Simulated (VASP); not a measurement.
# Na8Cl9 (a cell with a defect) in VASP: further runs

Na8Cl9 (a cell with a defect) is run at these levels: PBE; tasks: single point.

Program: VASP 6.6.1. These are calculated values, not measurements. Logs are shortened: lines on timing, memory, paths and dates and some standing lists are left out, and cuts for length are marked.

### Step 1. The cell of the first run

The cell holds a defect, 17 atoms: a = 8.040 Å, b = 8.040 Å, c = 8.040 Å, α = 60.00°, β = 60.00°, γ = 60.00°.

### Step 2. Single point, PBE, collinear spin

The input, INCAR:

```
SYSTEM = Na8Cl9
PREC = Accurate
ENCUT = 520
EDIFF = 1E-7
ISMEAR = -1
SIGMA = 0.02
LREAL = Auto
LASPH = .TRUE.
NELM = 150
ALGO = Normal
ISIF = 2
LWAVE = .FALSE.
LCHARG = .FALSE.
ISPIN = 2
MAGMOM = 0 0 0 0 0 0 0 0 0 0 0 0 0 0 0 0 1
LORBIT = 11
GGA = PE
NBANDS = 78
```

The input, KPOINTS:

```
regular mesh
0
G
  2 2 2
  0 0 0
```

The input, POSCAR:

```
Na8Cl9
1.0
    0.0000000000      5.6850000000      5.6850000000
    5.6850000000      0.0000000000      5.6850000000
    5.6850000000      5.6850000000      0.0000000000
Na Cl
8 9
Direct
    0.0381090589     -0.0082409850      0.0497537379
   -0.0021459982      0.0116094987      0.4403166227
    0.0858223395      0.6027264732     -0.1317502199
   -0.0136323659      0.4849780123      0.4820756376
    0.5379947230     -0.0383113456      0.0147229551
    0.4500087951      0.0617590150      0.5075813544
    0.4515215479      0.4706420405      0.0732805629
    0.5013632366      0.4842480211      0.4752770449
    0.2468601583      0.2655936675      0.2427264732
    0.2407124011      0.2597097625      0.8142568162
    0.2630606860      0.7390501319      0.2401407212
    0.4085839930      0.6738962181      0.7051715040
    0.7779507476      0.2609762533      0.2543447669
    0.6992348285      0.2899472296      0.7533597186
    0.7629815303      0.7881354442      0.2830870712
    0.7567458223      0.7695338610      0.7500087951
    0.0516710642      0.0031926121      0.7336939314
```

Potentials or basis: VASP PAW PBE potentials, release 64 (Na_pv, Cl).

Launch:

```bash
> cat potpaw_PBE.64/Na_pv/POTCAR potpaw_PBE.64/Cl/POTCAR > POTCAR
> mpirun -np 1 vasp_std > vasp.out
```

OUTCAR:

```text
SYSTEM = Na8Cl9
   PREC = Accurate
   ENCUT = 520
   EDIFF = 1E-7
   ISMEAR = -1
   LREAL = Auto
   LASPH = .TRUE.
   NELM = 150
   ISIF = 2
   ISPIN = 2
   LORBIT = 11
   GGA = PE

 ion  position               nearest neighbor table
   1  0.038  0.992  0.050-  11 2.39  17 2.44  10 2.69  13 2.71
   2  0.998  0.012  0.440-  13 2.34  17 2.57  11 2.71
   3  0.086  0.603  0.868-  12 2.47  10 2.56  16 2.72
   4  0.986  0.485  0.482-  15 2.51   9 2.62
   5  0.538  0.962  0.015-  16 2.61
   6  0.450  0.062  0.508-   9 2.68
   7  0.452  0.471  0.073-   9 2.35  11 2.52  12 2.68
   8  0.501  0.484  0.475-  13 2.56  12 2.57  11 2.70
   9  0.247  0.266  0.243-   7 2.35   4 2.62   6 2.68
  10  0.241  0.260  0.814-   3 2.56   1 2.69
  11  0.263  0.739  0.240-   1 2.39   7 2.52   8 2.70   2 2.71
  12  0.409  0.674  0.705-   3 2.47   8 2.57   7 2.68
  13  0.778  0.261  0.254-   2 2.34   8 2.56   1 2.71
  14  0.699  0.290  0.753-  17 2.60
  15  0.763  0.788  0.283-   4 2.51
  16  0.757  0.770  0.750-   5 2.61   3 2.72
  17  0.052  0.003  0.734-   1 2.44   2 2.57  14 2.60

  LATTYP: Found a face centered cubic cell.
 ALAT       =    11.3700000000

  Lattice vectors:

 A1 = (   0.0000000000,   5.6850000000,   5.6850000000)
 A2 = (   5.6850000000,   0.0000000000,   5.6850000000)
 A3 = (   5.6850000000,   5.6850000000,   0.0000000000)

Analysis of symmetry for initial positions (statically):
=====================================================================
 Subroutine PRICEL returns:
 Original cell was already a primitive cell.

 Routine SETGRP: Setting up the symmetry group for a
 face centered cubic supercell.

 Subroutine GETGRP returns: Found  1 space group operations
 (whereof  1 operations were pure point group operations)
 out of a pool of 48 trial point group operations.

The static configuration has the point symmetry C_1 .

Analysis of symmetry for dynamics (positions and initial velocities):
=====================================================================
 Subroutine PRICEL returns:
 Original cell was already a primitive cell.

 Routine SETGRP: Setting up the symmetry group for a
 face centered cubic supercell.

 Subroutine GETGRP returns: Found  1 space group operations
 (whereof  1 operations were pure point group operations)
 out of a pool of 48 trial point group operations.

The dynamic configuration has the point symmetry C_1 .

Analysis of structural, dynamic, and magnetic symmetry:
=====================================================================
 Subroutine PRICEL returns:
 Original cell was already a primitive cell.

 Routine SETGRP: Setting up the symmetry group for a
 face centered cubic supercell.

 Subroutine GETGRP returns: Found  1 space group operations
 (whereof  1 operations were pure point group operations)
 out of a pool of 48 trial point group operations.

The overall configuration has the point symmetry C_1 .

 Subroutine INISYM returns: Found  1 space group operations
 (whereof  1 operations are pure point group operations),
 and found     1 'primitive' translations

----------------------------------------------------------------------------------------

                                     Primitive cell

  volume of cell :     367.4696

  direct lattice vectors                    reciprocal lattice vectors
     0.000000000  5.685000000  5.685000000    -0.087950748  0.087950748  0.087950748
     5.685000000  0.000000000  5.685000000     0.087950748 -0.087950748  0.087950748
     5.685000000  5.685000000  0.000000000     0.087950748  0.087950748 -0.087950748

  length of vectors
     8.039804102  8.039804102  8.039804102     0.152335163  0.152335163  0.152335163

  position of ions in fractional coordinates (direct lattice)
     0.038109059  0.991759015  0.049753738
     0.997854002  0.011609499  0.440316623
     0.085822339  0.602726473  0.868249780
     0.986367634  0.484978012  0.482075638
     0.537994723  0.961688654  0.014722955
     0.450008795  0.061759015  0.507581354
[... 9 lines left out ...]
     0.756745822  0.769533861  0.750008795
     0.051671064  0.003192612  0.733693931

  ion indices of the primitive-cell ions
[... 57 lines left out ...]
   total plane-waves  NPLWV = 216000
   dimension x,y,z NGX =    60 NGY =   60 NGZ =   60
   dimension x,y,z NGXF=   120 NGYF=  120 NGZF=  120
   ions per type =               8   9
   NGX,Y,Z   is equivalent  to a cutoff of  12.41, 12.41, 12.41 a.u.
   NGXF,Y,Z  is equivalent  to a cutoff of  24.81, 24.81, 24.81 a.u.
 SYSTEM =  Na8Cl9
   PREC   = accura    normal or accurate (medium, high low for compatibility)
   ISTART =      0    job   : 0-new  1-cont  2-samecut
   ICHARG =      2    charge: 1-file 2-atom 10-const
   ISPIN  =      2    spin polarized calculation?
   LNONCOLLINEAR =      F non collinear calculations
   LSORBIT =      F    spin-orbit coupling
   LASPH  =      T    aspherical Exc in radial PAW
   ENCUT  =  520.0 eV  38.22 Ry    6.18 a.u.  14.95 14.95 14.95*2*pi/ulx,y,z
   NELM   =    150;   NELMIN=  2; NELMDL= -5     # of ELM steps
   EDIFF  = 0.1E-06   stopping-criterion for ELM
   LREAL  =      T    real-space projection
   EDIFFG = 0.1E-05   stopping-criterion for IOM
   NSW    =      0    number of steps for IOM
   IBRION =     -1    ionic relax: 0-MD 1-quasi-New 2-CG
   NFREE  =      0    steps in history (QN), initial steepest desc. (CG)
   ISIF   =      2    stress and relaxation
   ISYM   =      2    0-nonsym 1-usesym 2-fastsym
   POTIM  = 0.5000    time-step for ionic-motion
   TEBEG  =    0.0;   TEEND  =   0.0 temperature during run
   PSTRESS=    0.0 pullay stress
   NELECT =     119.0000    total number of electrons
   NUPDOWN=      -1.0000    fix difference up-down
   EMIN   =  10.00;   EMAX   =-10.00  energy-range for DOS
   EFERMI =   0.00;   METHOD = LEGACY
   ISMEAR =    -1;   SIGMA  =   0.02  broadening in eV -4-tet -1-fermi 0-gaus
   EFERMI_NEDOS =   21; number of points for ismear=-14 and -15
   IALGO  =     38    algorithm
   IMIX   =      4    mixing-type and parameters
     AMIX     =   0.40;   BMIX     =  1.00
     AMIX_MAG =   1.60;   BMIX_MAG =  1.00
  volume/ion in A,a.u.               =      21.62       145.87
  Fermi-wavevector in a.u.,A,eV,Ry     =   1.124217  2.124461 17.195901  1.263863
  Thomas-Fermi vector in A             =   2.260887
   LORBIT       =     11    0 simple, 1 ext, 2 COOP (PROOUT), +10 PAW based schemes
   GGA     = PE    functional components
   LHFCALC =     F    Hartree Fock is set to
   AEXX    =    0.0000 exact exchange contribution
   IVDW    =     0    specifies the selected vdW correction
   LEPSILON=     F    determine dielectric tensor
   LRPA    =     F    only Hartree local field effects (RPA)
 spin polarized calculation
  energy-cutoff  :      520.00
  volume of cell :      367.47
 maximum number of plane-waves:      9922
 NGX is ok and might be reduce to    60
   NGX = 29   NGY = 29   NGZ = 29

 number of electron     119.0000001 magnetization       0.0000019

 number of electron     119.0000001 magnetization      -0.0000038

 Free energy of the ion-electron system (eV)
  ---------------------------------------------------
  ext. energy  EPLUGINS =         0.00000000
  ---------------------------------------------------
  free energy    TOTEN  =       -52.52192108 eV

  energy without entropy =      -52.52192108  energy(sigma->0) =      -52.52192108

 E-fermi :   1.2636     XC(G=0):  -8.3167

 val. band max:        0.7266824240   @ k =   0.5000   0.0000   0.0000
 cond. band min:       2.1836332404   @ k =   0.0000   0.0000   0.0000
 fundamental gap:      1.4569508165
 Fermi energy:         1.2635842401

 spin component 1

 k-point     1 :       0.0000    0.0000    0.0000
  band No.  band energies     occupation
      1     -21.4661      1.00000
      2     -21.4376      1.00000
      3     -21.4275      1.00000
      4     -21.4034      1.00000
      5     -21.3923      1.00000
      6     -21.3880      1.00000
[... 581 lines left out ...]
     70       8.3584      0.00000
     71       8.5833      0.00000
 Fermi energy:         1.2635842401

 spin component 2

 k-point     1 :       0.0000    0.0000    0.0000
  band No.  band energies     occupation
      1     -21.4661      1.00000
      2     -21.4376      1.00000
      3     -21.4275      1.00000
      4     -21.4034      1.00000
      5     -21.3923      1.00000
      6     -21.3880      1.00000
[... 581 lines left out ...]
     70       8.3584      0.00000
     71       8.5833      0.00000
 [bands above 71 left out]

------------------------ aborting loop because EDIFF is reached ----------------------------------------

  FORCE on cell =-STRESS in cart. coord.  units (eV):
  Direction    XX          YY          ZZ          XY          YZ          ZX
  --------------------------------------------------------------------------------------
  -------------------------------------------------------------------------------------
  Total       11.8084976     14.4631437      9.2799414     -0.6325699      0.1296719     -0.0326675
  in kB       51.4853685     63.0596971     40.4607953     -2.7580221      0.5653732     -0.1424312
  external PRESSURE =      51.6686203 kB  Pullay stress =       0.0000000 kB

 VOLUME and BASIS-vectors are now :
 -----------------------------------------------------------------------------
  energy-cutoff  :      520.00
  volume of cell :      367.47
      direct lattice vectors                 reciprocal lattice vectors
     0.000000000  5.685000000  5.685000000    -0.087950748  0.087950748  0.087950748
     5.685000000  0.000000000  5.685000000     0.087950748 -0.087950748  0.087950748
     5.685000000  5.685000000  0.000000000     0.087950748  0.087950748 -0.087950748

 POSITION                                       TOTAL-FORCE (eV/Angst)
 -----------------------------------------------------------------------------------
      5.92100      0.49950      5.85480         0.557542     -0.841436     -0.067469
      2.56920      8.17600      5.73880         0.033201      1.024858     -0.168275
      8.36250      5.42390      3.91440         0.557331     -0.161309     -0.910511
      5.49770      8.34810      8.36460         0.480852      0.391207     -0.240587
      5.55090      3.14220      8.52570         0.239659      0.001985      0.231205
      3.23670      5.44390      2.90940        -0.216124      0.554253     -0.093887
[... 9 lines left out ...]
      8.63860      8.56590      8.67690        -0.219595      0.077472      0.056319
      4.18920      4.46480      0.31190        -0.591057      0.068889      0.008770
 -----------------------------------------------------------------------------------
    total drift:                               -0.000730     -0.000607     -0.000939

  FREE ENERGIE OF THE ION-ELECTRON SYSTEM (eV)
  ---------------------------------------------------
  free  energy   TOTEN  =       -52.5219210758 eV

  energy  without entropy=      -52.5219210758  energy(sigma->0) =      -52.52192108

 total charge

# of ion       s       p       d       tot
------------------------------------------
    1        0.068   6.006   0.000   6.074
    2        0.064   6.001   0.000   6.065
    3        0.056   5.991   0.000   6.047
    4        0.048   5.983   0.000   6.031
    5        0.043   5.978   0.000   6.021
    6        0.041   5.977   0.000   6.018
[... 9 lines left out ...]
   16        1.589   3.575   0.000   5.165
   17        1.617   3.518   0.000   5.135
--------------------------------------------------
tot         14.828  80.047   0.000  94.875

 magnetization (x)

# of ion       s       p       d       tot
------------------------------------------
    1       -0.000  -0.000   0.000  -0.000
    2       -0.000  -0.000   0.000  -0.000
    3       -0.000   0.000   0.000   0.000
    4        0.000   0.000   0.000   0.000
    5        0.000   0.000   0.000   0.000
    6       -0.000   0.000   0.000   0.000
[... 9 lines left out ...]
   16       -0.000  -0.000   0.000  -0.000
   17        0.000   0.000   0.000   0.000
--------------------------------------------------
tot          0.000   0.000   0.000   0.000
```

Run time: 8.5 min. Hardware: 1 thread of Intel Xeon 6975P-C (Granite Rapids), shared host; peak memory 0.78 GiB.

What came out:

```yaml
Free_energy: -52.5219 eV
Pressure: 5.2 GPa
Largest_force: 1.718 eV/Å
Net_moment: 0.00 μB per cell
Valence_electrons_inside_the_program's_atomic_spheres: Na 6.07, 6.05, 6.03, 6.02, 6.04; Cl 5.21, 5.18, 5.22, 5.14, 5.20, 5.10, 5.17, 5.13
```

Forces in eV/Å, atoms in the order of the input:
```
Na   0.558 -0.841 -0.067
Na   0.033  1.025 -0.168
Na   0.557 -0.161 -0.911
Na   0.481  0.391 -0.241
Na   0.240  0.002  0.231
Na  -0.216  0.554 -0.094
Na  -0.696  0.275  1.546
Na   0.035  0.194  0.105
Cl  -0.248 -0.102 -0.943
Cl  -0.755 -0.296  0.214
Cl   0.303  1.126 -0.017
Cl   0.389  0.131  0.057
Cl   0.179 -1.572 -0.172
Cl   0.327 -0.058  0.203
Cl  -0.376 -0.813  0.192
Cl  -0.220  0.077  0.056
Cl  -0.591  0.069  0.009
```

Caveat: the k points lie up to 0.48 Å⁻¹ apart.

### Step 3. Single point, PBE, collinear spin

The input, INCAR:

```
PREC = Accurate
ENCUT = 520
EDIFF = 1E-6
ISMEAR = -1
SIGMA = 0.02
LREAL = Auto
LASPH = True
NELM = 150
ALGO = Normal
ISIF = 2
LWAVE = False
LCHARG = True
ISPIN = 2
MAGMOM = 0 0 0 0 0 0 0 0 0 0 0 0 0 0 0 0 1
LORBIT = 11
GGA = PE
LELF = True
LVHAR = True
NBANDS = 78
```

The input, KPOINTS:

```
Automatic mesh
0
Gamma
  2 2 2
```

The input, POSCAR:

```
Na8Cl9
1.0
    0.0000000000      5.6850000000      5.6850000000
    5.6850000000      0.0000000000      5.6850000000
    5.6850000000      5.6850000000      0.0000000000
Na Cl
8 9
Direct
    0.0198065084     -0.0119613017      0.0683377309
   -0.0000703606     -0.0097097625      0.4593139842
    0.0783817062      0.6411081794     -0.1736499560
   -0.0286983289      0.4794810906      0.5195338610
    0.5737818821     -0.0344327177      0.0039489886
    0.4352506596      0.0723482850      0.5229727353
    0.4560861917      0.4727792436      0.0756640281
    0.5327088830      0.4946262093      0.4560158311
    0.2240193492      0.2619613017      0.2590765172
    0.2322339490      0.2570712401      0.8103166227
    0.2760422164      0.7218293755      0.2443975374
    0.4107475814      0.6856112577      0.7044151275
    0.7739665787      0.2776253298      0.2332805629
    0.7107387863      0.2617326297      0.7506508355
    0.7483465259      0.8100175901      0.2809058927
    0.7423922603      0.7648548813      0.7533157432
    0.0775109938     -0.0132541777      0.7269041337
```

Potentials or basis: VASP PAW PBE potentials, release 64 (Na_pv, Cl).

Launch:

```bash
> cat potpaw_PBE.64/Na_pv/POTCAR potpaw_PBE.64/Cl/POTCAR > POTCAR
> mpirun -np 1 vasp_std > vasp.out
```

It took 11 min on 1 thread of Intel Xeon Platinum 8375C at 2.90GHz (Ice Lake), shared host; peak memory 0.78 GiB.

Results (log left out):

```yaml
Free_energy: -52.3959 eV
Pressure: 4.9 GPa
Largest_force: 1.577 eV/Å
Net_moment: 0.00 μB per cell
Valence_electrons_inside_the_program's_atomic_spheres: Na 6.06, 6.05, 6.02, 6.03; Cl 5.18, 5.16, 5.21, 5.13, 5.19, 5.12, 5.17, 5.15
```

Forces in eV/Å, atoms in the order of the input:
```
Na   0.189 -0.483  0.261
Na  -0.012 -0.501  0.147
Na  -0.216  0.506 -1.478
Na   0.234  0.039  0.026
Na   0.357 -0.254 -0.429
Na  -0.314  0.361  0.184
Na  -1.174  0.081  0.457
Na   0.267  0.190  0.076
Cl  -0.121 -0.075  0.105
Cl  -0.284 -0.283  0.470
Cl   1.059  0.487  0.081
Cl  -0.549  0.815 -0.350
Cl  -0.038 -0.338 -0.320
Cl   0.658 -0.364  0.608
Cl  -0.482 -0.177 -0.096
Cl  -0.205  0.143  0.281
Cl   0.632 -0.147 -0.023
```

Stress tensor (GPa, compression positive):
```
 5.53 -0.28 -0.04
-0.28  5.16  0.11
-0.04  0.11  4.15
```

Levels at points of the mesh, in eV from the Fermi level:
Spin up:
| k point | band 55 | band 56 | band 57 | band 58 | band 59 | band 60 | band 61 | band 62 | band 63 | band 64 |
| --- | --- | --- | --- | --- | --- | --- | --- | --- | --- | --- |
| (0.00, 0.00, 0.00) | -1.69 | -1.65 | -1.54 | -1.48 | -1.47 | 0.58 | 3.34 | 5.29 | 5.39 | 5.67 |
| (0.50, 0.00, 0.00) | -1.64 | -1.62 | -1.60 | -1.56 | -1.39 | -0.46 | 4.52 | 4.89 | 5.77 | 5.98 |
| (0.00, 0.50, 0.00) | -1.69 | -1.60 | -1.56 | -1.49 | -1.45 | -0.46 | 4.57 | 4.87 | 5.79 | 6.06 |
| (0.00, 0.00, 0.50) | -1.75 | -1.71 | -1.62 | -1.56 | -1.22 | 0.58 | 4.60 | 4.95 | 5.87 | 6.12 |
| (0.50, 0.50, 0.50) | -1.69 | -1.65 | -1.55 | -1.54 | -1.40 | 0.59 | 4.54 | 5.01 | 5.84 | 6.08 |
| (0.50, 0.50, 0.00) | -1.70 | -1.67 | -1.60 | -1.44 | -1.22 | 0.60 | 5.02 | 5.31 | 5.82 | 6.09 |
| (0.00, 0.50, 0.50) | -1.78 | -1.70 | -1.65 | -1.51 | -1.38 | -0.47 | 5.04 | 5.23 | 5.80 | 6.08 |
| (0.50, 0.00, 0.50) | -1.73 | -1.63 | -1.59 | -1.54 | -1.46 | -0.46 | 4.96 | 5.34 | 5.86 | 6.00 |
Spin down:
| k point | band 57 | band 58 | band 59 | band 60 | band 61 | band 62 |
| --- | --- | --- | --- | --- | --- | --- |
| (0.00, 0.00, 0.00) | -1.54 | -1.48 | -1.47 | 0.58 | 3.34 | 5.29 |
| (0.50, 0.00, 0.00) | -1.60 | -1.56 | -1.39 | -0.46 | 4.52 | 4.89 |
| (0.00, 0.50, 0.00) | -1.56 | -1.49 | -1.45 | -0.46 | 4.57 | 4.87 |
| (0.00, 0.00, 0.50) | -1.62 | -1.56 | -1.22 | 0.58 | 4.60 | 4.95 |
| (0.50, 0.50, 0.50) | -1.55 | -1.54 | -1.40 | 0.59 | 4.54 | 5.01 |
| (0.50, 0.50, 0.00) | -1.60 | -1.44 | -1.22 | 0.60 | 5.02 | 5.31 |
| (0.00, 0.50, 0.50) | -1.65 | -1.51 | -1.38 | -0.47 | 5.04 | 5.23 |
| (0.50, 0.00, 0.50) | -1.59 | -1.54 | -1.46 | -0.46 | 4.96 | 5.34 |

Caveat: the k points lie up to 0.48 Å⁻¹ apart.

[end of part 1 of 3]
